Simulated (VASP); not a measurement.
A run of VASP 6.6.1:

File INCAR:

```
SYSTEM = P
  PREC = Accurate
  ENCUT = 520
  EDIFF = 1E-7
  ISMEAR = -1
  SIGMA = 0.1
  LREAL = .FALSE.
  LASPH = .TRUE.
  NELM = 60
  ALGO = Normal
  ISIF = 2
  LWAVE = .FALSE.
  LCHARG = .FALSE.
  GGA = PE
  NBANDS = 8
```

File KPOINTS:

```
regular mesh
0
G
  23 23 23
  0 0 0
```

Contents of POSCAR:

```
P
1.0
    0.0000000000      1.9375504389      1.9375504389
    1.9375504389      0.0000000000      1.9375504389
    1.9375504389      1.9375504389      0.0000000000
P
1
Direct
    0.0000000000      0.0000000000      0.0000000000
```

Potentials or basis: VASP PAW PBE potentials, release 64 (P).

The run is started by

```sh
$ cat potpaw_PBE.64/P/POTCAR > POTCAR
$ mpirun -np 1 vasp_std > vasp.out
```

Hardware: 1 thread of AMD EPYC 7R43 64-Core Processor (Zen 3), on a shared host.

Estimate the wall time of this run.

Run time: 34 s on 1 thread of AMD EPYC 7R43 64-Core Processor (Zen 3), on a shared host, peak memory 0.11 GiB. Counts: scf iterations 11, k points 364.
